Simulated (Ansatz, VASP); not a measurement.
HfO2: VASP and Ansatz over several settings

```
Hf O
1.0
     5.01352    0.00000    0.00000
     0.00000    5.07984    0.00000
    -0.84113    0.00000    5.10743
Hf O
4 8
Direct
  0.27550 0.46030 0.70800
  0.72450 0.96030 0.79200
  0.72450 0.53970 0.29200
  0.27550 0.03970 0.20800
  0.07420 0.16840 0.84670
  0.92580 0.66840 0.65330
  0.92580 0.83160 0.15330
  0.07420 0.33160 0.34670
  0.44870 0.74190 0.98010
  0.55130 0.24190 0.51990
  0.55130 0.25810 0.01990
  0.44870 0.75810 0.48010
```

Single points on this cell with VASP 6.6.1 and Ansatz 0.2.0. Each row is one pair of runs. Alike in all rows: spin: off; k mesh: 5 × 5 × 5; smearing: fermi-dirac, width 0.05 eV.

```tsv
level	VASP's potentials, cutoff	Ansatz's potentials, cutoff	gap on the k mesh at the Fermi level (eV), VASP	gap on the k mesh at the Fermi level (eV), Ansatz	least direct gap on the mesh (eV), VASP	least direct gap on the mesh (eV), Ansatz	pressure (GPa), VASP	pressure (GPa), Ansatz
LDA	VASP PAW LDA potentials, release 64 (Hf_pv, O), 520 eV	Ansatz PAW, 420 eV	4.19	4.22	4.24	4.27	6.0	8.6
PBEsol+D4	VASP PAW PBE potentials, release 64 (Hf_pv, O), 520 eV	Ansatz PAW, 420 eV	?	4.30	?	4.35	?	13.5
PBE	VASP PAW PBE potentials, release 64 (Hf_pv, O), 520 eV	JTH PAW, 1380 eV	4.38	4.39	4.43	4.44	20.3	21.1
```

Task: Fill in what VASP gave in row 2.

Result: gap on the k mesh at the Fermi level (eV): 4.27; least direct gap on the mesh (eV): 4.32; pressure (GPa): 10.3.

VASP's potentials hold 88 valence electrons a cell and Ansatz's 152; VASP's potentials hold 88 valence electrons a cell and Ansatz's 96, so a difference there can come from the potentials and not from the codes.

Neither program's run includes spin-orbit coupling. Noted on Ansatz's runs: Pulay correction over one GPa; odd divisions of the mesh miss points on the zone boundary, where band edges often lie, so the gap on the mesh can be too wide.
